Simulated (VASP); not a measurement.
# SiC (P1) in VASP: single point with PBE

Aim: the single point of SiC with PBE.

Program: VASP 6.6.1. These are calculated values, not measurements. Logs are shortened: lines on timing, memory, paths and dates and some standing lists are left out, and cuts for length are marked.

## 1. The cell of the first run

The typed cell holds 4 atoms: a = 2.987 Å, b = 3.047 Å, c = 4.956 Å, α = 89.85°, β = 89.94°, γ = 120.04°.

## 2. Single point, PBE (strained and its atoms moved)

INCAR reads:

```
PREC     = Accurate       # precision mode
ENCUT    = 520            # plane-wave cutoff, eV
EDIFF    = 1E-7           # SCF threshold, eV
ISMEAR   = 0              # smearing method
SIGMA    = 0.02           # smearing width, eV
LREAL    = F              # projectors in reciprocal space
LASPH    = T              # aspherical terms in the spheres
NELM     = 60             # most SCF steps
ALGO     = Normal         # electronic algorithm
ISIF     = 2              # what is computed and relaxed
LWAVE    = F              # write WAVECAR
LCHARG   = T              # write CHGCAR
GGA      = PE             # functional
LELF     = T              # ELF
LVHAR    = T            
NBANDS   = 16             # bands
```

KPOINTS reads:

```
Automatic mesh
0
Gamma
  12 12 6
```

POSCAR reads:

```
SiC
1.0
    2.9866096985     -0.0183021893      0.0015379991
   -1.5091550102      2.6465379522      0.0038661736
    0.0025240000      0.0087835200      4.9562273600
Si C
2 2
Direct
    0.3349575647      0.6761114920      0.0093502377
    0.6586193482      0.3707822907      0.5056596672
    0.3322666978      0.6333695284      0.3854437401
    0.6741563893      0.3197366890      0.8695463550
```

Potentials or basis: VASP PAW PBE potentials, release 64 (Si, C).

Run with:

```console
$ cat potpaw_PBE.64/Si/POTCAR potpaw_PBE.64/C/POTCAR > POTCAR
$ mpirun -np 1 vasp_std > vasp.out
```

OUTCAR:

```text
PREC = Accurate
   ENCUT = 520
   EDIFF = 1E-7
   ISMEAR = 0
   LREAL = F
   LASPH = T
   NELM = 60
   ISIF = 2
   GGA = PE

 ion  position               nearest neighbor table
   1  0.335  0.676  0.009-   4 1.83   4 1.85   3 1.87   4 1.95   2 2.96   2 2.99   2 3.02   2 3.05
                             2 3.07   2 3.09
   2  0.659  0.371  0.506-   3 1.65   4 1.81   3 1.85   3 2.04   1 2.96   1 2.99   1 3.02   1 3.05
                             1 3.07   1 3.09
   3  0.332  0.633  0.385-   2 1.65   2 1.85   1 1.87   2 2.04
   4  0.674  0.320  0.870-   2 1.81   1 1.83   1 1.85   1 1.95

  LATTYP: Found a triclinic cell.
 ALAT       =     3.0150497154
 B/A-ratio  =     0.9905860449
 C/A-ratio  =     1.6438321930
 COS(alpha) =     0.0010133420
 COS(beta)  =     0.0035867964
 COS(gamma) =     0.4846765170

  Lattice vectors:

 A1 = (  -1.4774546883,  -2.6282357629,  -0.0054041727)
 A2 = (  -2.9866096985,   0.0183021893,  -0.0015379991)
 A3 = (  -0.0025240000,  -0.0087835200,  -4.9562273600)

Analysis of symmetry for initial positions (statically):
=====================================================================
 Subroutine PRICEL returns:
 Original cell was already a primitive cell.

 Routine SETGRP: Setting up the symmetry group for a
 triclinic supercell.

 Subroutine GETGRP returns: Found  1 space group operations
 (whereof  1 operations were pure point group operations)
 out of a pool of  2 trial point group operations.

The static configuration has the point symmetry C_1 .

Analysis of symmetry for dynamics (positions and initial velocities):
=====================================================================
 Subroutine PRICEL returns:
 Original cell was already a primitive cell.

 Routine SETGRP: Setting up the symmetry group for a
 triclinic supercell.

 Subroutine GETGRP returns: Found  1 space group operations
 (whereof  1 operations were pure point group operations)
 out of a pool of  2 trial point group operations.

The dynamic configuration has the point symmetry C_1 .

 Subroutine INISYM returns: Found  1 space group operations
 (whereof  1 operations are pure point group operations),
 and found     1 'primitive' translations

----------------------------------------------------------------------------------------

                                     Primitive cell

  volume of cell :      39.0379

  direct lattice vectors                    reciprocal lattice vectors
     2.986609699 -0.018302189  0.001537999     0.336002230  0.191601795 -0.000510672
    -1.509155010  2.646537952  0.003866174     0.002323983  0.379178334 -0.000673171
     0.002524000  0.008783520  4.956227360    -0.000106080 -0.000355240  0.201767053

  length of vectors
     2.986666173  3.046592675  4.956235786     0.386793235  0.379186054  0.201767394

  position of ions in fractional coordinates (direct lattice)
     0.334957565  0.676111492  0.009350238
     0.658619348  0.370782291  0.505659667
     0.332266698  0.633369528  0.385443740
     0.674156389  0.319736689  0.869546355

  ion indices of the primitive-cell ions
   primitive index   ion index
                 1           1
                 2           2
                 3           3
                 4           4

----------------------------------------------------------------------------------------

 KPOINTS: Automatic mesh

Automatic generation of k-mesh.
 Grid dimensions read from file:
 generate k-points for:   12   12    6

 Generating k-lattice:

  Cartesian coordinates                     Fractional coordinates (reciprocal lattice)
     0.028000186  0.015966816 -0.000042556     0.083333333  0.000000000  0.000000000
     0.000193665  0.031598195 -0.000056098     0.000000000  0.083333333  0.000000000
    -0.000017680 -0.000059207  0.033627842     0.000000000  0.000000000  0.166666667

  Length of vectors
     0.032232770  0.031598838  0.033627899

  Shift w.r.t. Gamma in fractional coordinates (k-lattice)
     0.000000000  0.000000000  0.000000000

 Subroutine IBZKPT returns following result:
 ===========================================

 Found    436 irreducible k-points:

 Following reciprocal coordinates:
            Coordinates               Weight
  0.000000  0.000000  0.000000      1.000000
  0.083333 -0.000000  0.000000      2.000000
  0.166667  0.000000  0.000000      2.000000
  0.250000 -0.000000  0.000000      2.000000
  0.333333 -0.000000 -0.000000      2.000000
  0.416667 -0.000000  0.000000      2.000000
[... 16 lines left out ...]
  0.250000  0.166667 -0.000000      2.000000
  0.333333  0.166667  0.000000      2.000000
 [... further k-points ...]
   k-points           NKPTS =    436   k-points in BZ     NKDIM =    436   number of bands    NBANDS=     16
   number of dos      NEDOS =    301   number of ions     NIONS =      4
   total plane-waves  NPLWV =  23040
   dimension x,y,z NGX =    24 NGY =   24 NGZ =   40
   dimension x,y,z NGXF=    48 NGYF=   48 NGZF=   80
   ions per type =               2   2
   NGX,Y,Z   is equivalent  to a cutoff of  13.36, 13.10, 13.42 a.u.
   NGXF,Y,Z  is equivalent  to a cutoff of  26.72, 26.19, 26.83 a.u.
 SYSTEM =  unknown system
   PREC   = accura    normal or accurate (medium, high low for compatibility)
   ISTART =      0    job   : 0-new  1-cont  2-samecut
   ICHARG =      2    charge: 1-file 2-atom 10-const
   ISPIN  =      1    spin polarized calculation?
   LNONCOLLINEAR =      F non collinear calculations
   LSORBIT =      F    spin-orbit coupling
   LASPH  =      T    aspherical Exc in radial PAW
   ENCUT  =  520.0 eV  38.22 Ry    6.18 a.u.   5.55  5.66  9.22*2*pi/ulx,y,z
   NELM   =     60;   NELMIN=  2; NELMDL= -5     # of ELM steps
   EDIFF  = 0.1E-06   stopping-criterion for ELM
   LREAL  =      F    real-space projection
   EDIFFG = 0.1E-05   stopping-criterion for IOM
   NSW    =      0    number of steps for IOM
   IBRION =     -1    ionic relax: 0-MD 1-quasi-New 2-CG
   NFREE  =      0    steps in history (QN), initial steepest desc. (CG)
   ISIF   =      2    stress and relaxation
   ISYM   =      2    0-nonsym 1-usesym 2-fastsym
   POTIM  = 0.5000    time-step for ionic-motion
   TEBEG  =    0.0;   TEEND  =   0.0 temperature during run
   PSTRESS=    0.0 pullay stress
   NELECT =      16.0000    total number of electrons
   NUPDOWN=      -1.0000    fix difference up-down
   EMIN   =  10.00;   EMAX   =-10.00  energy-range for DOS
   EFERMI =   0.00;   METHOD = LEGACY
   ISMEAR =     0;   SIGMA  =   0.02  broadening in eV -4-tet -1-fermi 0-gaus
   EFERMI_NEDOS =   21; number of points for ismear=-14 and -15
   IALGO  =     38    algorithm
   IMIX   =      4    mixing-type and parameters
     AMIX     =   0.40;   BMIX     =  1.00
     AMIX_MAG =   1.60;   BMIX_MAG =  1.00
  volume/ion in A,a.u.               =       9.76        65.86
  Fermi-wavevector in a.u.,A,eV,Ry     =   1.216054  2.298009 20.120118  1.478787
  Thomas-Fermi vector in A             =   2.351420
   LORBIT       =      0    0 simple, 1 ext, 2 COOP (PROOUT), +10 PAW based schemes
   GGA     = PE    functional components
   LHFCALC =     F    Hartree Fock is set to
   AEXX    =    0.0000 exact exchange contribution
   IVDW    =     0    specifies the selected vdW correction
   LEPSILON=     F    determine dielectric tensor
   LRPA    =     F    only Hartree local field effects (RPA)
 non-spin polarized calculation
 Gauss-broadening in eV      SIGMA  =   0.02
  energy-cutoff  :      520.00
  volume of cell :       39.04
 maximum number of plane-waves:      1077
 NGX is ok and might be reduce to    24
   NGX = 11   NGY = 11   NGZ = 19

 number of electron      16.0000000 magnetization

 Free energy of the ion-electron system (eV)
  ---------------------------------------------------
  ext. energy  EPLUGINS =         0.00000000
  ---------------------------------------------------
  free energy    TOTEN  =       -29.17576364 eV

  energy without entropy =      -29.17576364  energy(sigma->0) =      -29.17576364

 E-fermi :   9.4630     XC(G=0): -11.6050

 val. band max:        9.3080599686   @ k =   0.0000   0.0000   0.0000
 cond. band min:      10.9004198141   @ k =   0.3333   0.3333   0.0000
 fundamental gap:      1.5923598454
 Fermi energy:         9.4629507703

 k-point     1 :       0.0000    0.0000    0.0000
  band No.  band energies     occupation
      1      -7.1358      2.00000
      2      -3.3287      2.00000
      3      -0.2183      2.00000
      4       7.0329      2.00000
      5       7.8182      2.00000
      6       8.4229      2.00000
[... 8 lines left out ...]
     15      19.0134      0.00000
     16      20.2477      0.00000

 k-point     2 :       0.0833   -0.0000    0.0000
  band No.  band energies     occupation
      1      -7.0072      2.00000
      2      -3.2201      2.00000
      3      -0.0971      2.00000
      4       6.6030      2.00000
      5       7.3889      2.00000
      6       8.2885      2.00000
[... 8 lines left out ...]
     15      18.9080      0.00000
     16      19.5748      0.00000

 k-point     3 :       0.1667    0.0000    0.0000
  band No.  band energies     occupation
      1      -6.6247      2.00000
      2      -2.9038      2.00000
      3       0.2594      2.00000
      4       5.3210      2.00000
      5       6.6060      2.00000
      6       7.6774      2.00000
[... 8 lines left out ...]
     15      18.9126      0.00000
     16      19.1933      0.00000

 k-point     4 :       0.2500   -0.0000    0.0000
  band No.  band energies     occupation
      1      -5.9996      2.00000
      2      -2.4194      2.00000
      3       0.8165      2.00000
      4       3.6910      2.00000
      5       5.6720      2.00000
      6       6.6698      2.00000
[... 8 lines left out ...]
     15      19.3883      0.00000
     16      20.0466      0.00000
[... 324 lines left out ...]
 k-point    22 :       0.1667    0.1667    0.0000
  band No.  band energies     occupation
      1      -5.6786      2.00000
      2      -2.1845      2.00000
      3       1.0797      2.00000
      4       3.6429      2.00000
      5       4.4606      2.00000
      6       6.3110      2.00000
[... 8 lines left out ...]
     15      19.6337      0.00000
     16      20.3526      0.00000

 k-point    23 :       0.2500    0.1667   -0.0000
  band No.  band energies     occupation
      1      -4.8654      2.00000
      2      -1.7263      2.00000
      3       1.5576      2.00000
      4       2.7447      2.00000
      5       3.6351      2.00000
      6       5.2491      2.00000
[... 8 lines left out ...]
     15      19.8941      0.00000
     16      21.1144      0.00000

 k-point    24 :       0.3333    0.1667    0.0000
  band No.  band energies     occupation
      1      -3.9216      2.00000
      2      -1.6444      2.00000
      3       1.3562      2.00000
      4       2.8033      2.00000
      5       3.3358      2.00000
      6       4.2623      2.00000
[... 8 lines left out ...]
     15      20.3717      0.00000
     16      21.4745      0.00000

 [... further k-points ...]
[... 5 lines left out ...]
  --------------------------------------------------------------------------------------
  -------------------------------------------------------------------------------------
  Total        8.7204557      3.0376682      5.3072714     -1.0785038     -1.8746247      2.3022879
  in kB      357.9016506    124.6708324    217.8190264    -44.2635438    -76.9376382     94.4896288
  external PRESSURE =     233.4638365 kB  Pullay stress =       0.0000000 kB

 VOLUME and BASIS-vectors are now :
 -----------------------------------------------------------------------------
  energy-cutoff  :      520.00
  volume of cell :       39.04
      direct lattice vectors                 reciprocal lattice vectors
     2.986609699 -0.018302189  0.001537999     0.336002230  0.191601795 -0.000510672
    -1.509155010  2.646537952  0.003866174     0.002323983  0.379178334 -0.000673171
     0.002524000  0.008783520  4.956227360    -0.000106080 -0.000355240  0.201767053

 POSITION                                       TOTAL-FORCE (eV/Angst)
 -----------------------------------------------------------------------------------
     -0.01995      1.78331      0.04947         0.900333     -1.057725     -0.681567
      1.40875      0.97368      2.50861         4.594854     -3.797302      0.921176
      0.03747      1.67354      1.91331        -4.464323      3.803884     -2.037978
      1.53310      0.84149      4.31194        -1.030864      1.051143      1.798369
 -----------------------------------------------------------------------------------
    total drift:                               -0.000072      0.000054      0.000046

  FREE ENERGIE OF THE ION-ELECTRON SYSTEM (eV)
  ---------------------------------------------------
  free  energy   TOTEN  =       -29.1757636425 eV

  energy  without entropy=      -29.1757636425  energy(sigma->0) =      -29.17576364
```

Run time: 5.9 min. Hardware: 1 thread of Intel Xeon 8259CL, shared host; peak memory 0.34 GiB.

Results:

```yaml
Free_energy: -29.1758 eV
Pressure: 23.3 GPa
Largest_force: 6.209 eV/Å
Band_gap_on_the_k_mesh: 1.59 eV (least direct gap 3.54 eV)
```

Forces on the atoms (eV/Å):
```
Si   0.900 -1.058 -0.682
Si   4.595 -3.797  0.921
C   -4.464  3.804 -2.038
C   -1.031  1.051  1.798
```

Levels at points of the mesh, in eV from the valence-band top:
| k point | band 4 | band 5 | band 6 | band 7 | band 8 | band 9 | band 10 | band 11 | band 12 | band 13 |
| --- | --- | --- | --- | --- | --- | --- | --- | --- | --- | --- |
| (0.00, 0.00, 0.00) | -2.28 | -1.49 | -0.89 | -0.08 | 0.00 | 4.71 | 6.21 | 6.51 | 6.89 | 7.67 |
| (0.50, 0.00, 0.00) | -6.75 | -6.03 | -4.06 | -3.73 | -1.54 | 2.00 | 3.61 | 6.42 | 6.80 | 9.91 |
| (0.00, 0.50, 0.00) | -6.57 | -6.24 | -3.84 | -3.71 | -1.44 | 2.58 | 3.50 | 6.89 | 7.13 | 9.89 |
| (0.50, 0.50, 0.00) | -6.99 | -5.95 | -4.20 | -3.62 | -1.34 | 2.59 | 3.93 | 6.84 | 7.07 | 9.30 |
| (0.00, 0.00, 0.50) | -5.04 | -2.00 | -1.18 | -0.50 | -0.43 | 5.44 | 6.01 | 6.64 | 7.07 | 7.64 |
| (0.50, 0.00, 0.50) | -8.80 | -3.53 | -3.17 | -2.45 | -2.37 | 2.65 | 2.80 | 4.83 | 5.13 | 9.73 |
| (0.00, 0.50, 0.50) | -8.52 | -3.53 | -3.00 | -2.81 | -2.25 | 3.03 | 3.20 | 4.83 | 5.51 | 9.99 |
| (0.50, 0.50, 0.50) | -8.65 | -3.04 | -2.92 | -2.72 | -2.36 | 2.75 | 2.97 | 4.94 | 5.37 | 10.09 |

Caveat: the cell differs from its parent crystal (strained and its atoms moved); the stress differs along the axes, from 12 to 36 GPa; forces of over 1 eV/Å act on the atoms, so gaps and moduli don't describe the material at rest.
